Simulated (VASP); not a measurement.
Set up this calculation in VASP 6.6.1, as the native input.

- Task: single point
- Functional: PBE
- Potentials or basis: VASP PAW PBE potentials, release 64 (As)
- Cutoff: 520 eV
- k mesh: 19 × 19 × 19
- Occupations: fermi-dirac, width 0.1 eV
- Spin: no spin polarisation
- Dipole correction: no
- Further INCAR settings: ALGO = Normal; EDIFF = 1e-06; NBANDS = 8

The structure of As lies in POSCAR:

```
As
1.0
    2.7343088730      0.0000000000      0.0000000000
    0.0000000000      2.7343088730      0.0000000000
    0.0000000000      0.0000000000      2.7343088730
As
1
Direct
    0.0000000000      0.0000000000      0.0000000000
```

One way to write it, as run:

INCAR

```
PREC = Accurate
ENCUT = 520
EDIFF = 1E-6
ISMEAR = -1
SIGMA = 0.1
LREAL = F
LASPH = T
NELM = 60
ALGO = Normal
ISIF = 2
LWAVE = F
LCHARG = T
GGA = PE
LELF = T
LVHAR = T
NBANDS = 8
```

KPOINTS

```
regular mesh
0
Gamma
  19 19 19
```

Potentials or basis: VASP PAW PBE potentials, release 64 (As).

Command:

```bash
$ cat potpaw_PBE.64/As/POTCAR > POTCAR
$ mpirun -np 1 vasp_std > vasp.out
```

Results of the run:

```json
{"Pressure": "0.0 GPa"}
```

Run time: 15 s on 1 thread of AMD EPYC 7R13 Processor (Zen 3) (shared host), peak memory 0.12 GiB.
